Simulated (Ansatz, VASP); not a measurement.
**Two plane-wave programs on Mo**

File POSCAR:

```
Mo
1.0
    6.3226243330      0.0000000000      0.0000000000
    0.0000000000      6.3226243330      0.0000000000
    0.0000000000      0.0000000000      6.3226243330
Mo
16
Direct
    0.0000000000      0.0000000000      0.0000000000
    0.2500000000      0.2500000000      0.2500000000
    0.0000000000      0.0000000000      0.5000000000
    0.2500000000      0.2500000000      0.7500000000
    0.0000000000      0.5000000000      0.0000000000
    0.2500000000      0.7500000000      0.2500000000
    0.0000000000      0.5000000000      0.5000000000
    0.2500000000      0.7500000000      0.7500000000
    0.5000000000      0.0000000000      0.0000000000
    0.7500000000      0.2500000000      0.2500000000
    0.5000000000      0.0000000000      0.5000000000
    0.7500000000      0.2500000000      0.7500000000
    0.5000000000      0.5000000000      0.0000000000
    0.7500000000      0.7500000000      0.2500000000
    0.5000000000      0.5000000000      0.5000000000
    0.7500000000      0.7500000000      0.7500000000
```

INCAR.step1

```
ALGO     = Normal         # electronic algorithm
EDIFF    = 1E-5           # SCF threshold, eV
ENCUT    = 550            # plane-wave cutoff, eV
GGA      = PE             # functional
GGA_COMPAT= False        
ISMEAR   = 1              # smearing method
LASPH    = True           # aspherical terms in the spheres
LCHARG   = False          # write CHGCAR
LREAL    = False          # projectors in reciprocal space
LWAVE    = True           # write WAVECAR
NBANDS   = 126            # bands
NELM     = 120            # most SCF steps
PREC     = Accurate       # precision mode
SIGMA    = 0.1            # smearing width, eV
```

INCAR.step2

```
ALGO     = Normal         # electronic algorithm
EDIFF    = 1E-6           # SCF threshold, eV
ENCUT    = 550            # plane-wave cutoff, eV
GGA_COMPAT= False        
ISIF     = 2              # what is computed and relaxed
ISMEAR   = 1              # smearing method
ISTART   = 1            
LASPH    = True           # aspherical terms in the spheres
LCHARG   = False          # write CHGCAR
LMIXTAU  = True         
LREAL    = False          # projectors in reciprocal space
LWAVE    = False          # write WAVECAR
METAGGA  = R2SCAN         # meta-GGA
NBANDS   = 126            # bands
NELM     = 120            # most SCF steps
PREC     = Accurate       # precision mode
SIGMA    = 0.1            # smearing width, eV
```

Contents of KPOINTS:

```
k-points
0
Gamma
  3 3 3
```

Input for Ansatz:

```yaml
crystal:
  lattice:
    - [6.322624333, 0.0, 0.0]
    - [0.0, 6.322624333, 0.0]
    - [0.0, 0.0, 6.322624333]
  atoms:
    - { symbol: Mo, position: [0.0, 0.0, 0.0] }
    - { symbol: Mo, position: [0.25, 0.25, 0.25] }
    - { symbol: Mo, position: [0.0, 0.0, 0.5] }
    - { symbol: Mo, position: [0.25, 0.25, 0.75] }
    - { symbol: Mo, position: [0.0, 0.5, 0.0] }
    - { symbol: Mo, position: [0.25, 0.75, 0.25] }
    - { symbol: Mo, position: [0.0, 0.5, 0.5] }
    - { symbol: Mo, position: [0.25, 0.75, 0.75] }
    - { symbol: Mo, position: [0.5, 0.0, 0.0] }
    - { symbol: Mo, position: [0.75, 0.25, 0.25] }
    - { symbol: Mo, position: [0.5, 0.0, 0.5] }
    - { symbol: Mo, position: [0.75, 0.25, 0.75] }
    - { symbol: Mo, position: [0.5, 0.5, 0.0] }
    - { symbol: Mo, position: [0.75, 0.75, 0.25] }
    - { symbol: Mo, position: [0.5, 0.5, 0.5] }
    - { symbol: Mo, position: [0.75, 0.75, 0.75] }
basis:
  ecutwfc: 500
  xc_grid: 2
hamiltonian:
  xc: r2scan
  pseudopotentials: { kind: paw, azcp: { folder: soft_1 } }
kpoints:
  mp_grid: { grid: [3, 3, 3] }
scf:
  occupations: { method: methfessel_paxton, width: 0.1 }
  max_iter: 120
output:
  forces: true
  stress: true
```

Alike in both runs: task single point; functional r2SCAN; k mesh 3 × 3 × 3; occupations methfessel-paxton of order 1, width 0.1 eV; no spin polarisation.

|  | VASP | Ansatz |
| --- | --- | --- |
| version | VASP 6.6.1 | Ansatz 0.2.0 |
| potentials or method | VASP PAW PBE potentials, release 64 (Mo_sv), cutoff 550 eV | plane-wave PAW DFT |
| valence electrons in the cell | 224 | 224 |

Ansatz gave:

- pressure (GPa): -2.6

What did VASP give for the same quantities?

Pressure (GPa): -1.6.

VASP's potentials were made for PBE, not for r2SCAN. With one functional, cell and mesh, what is left measures potentials, basis and numerics.
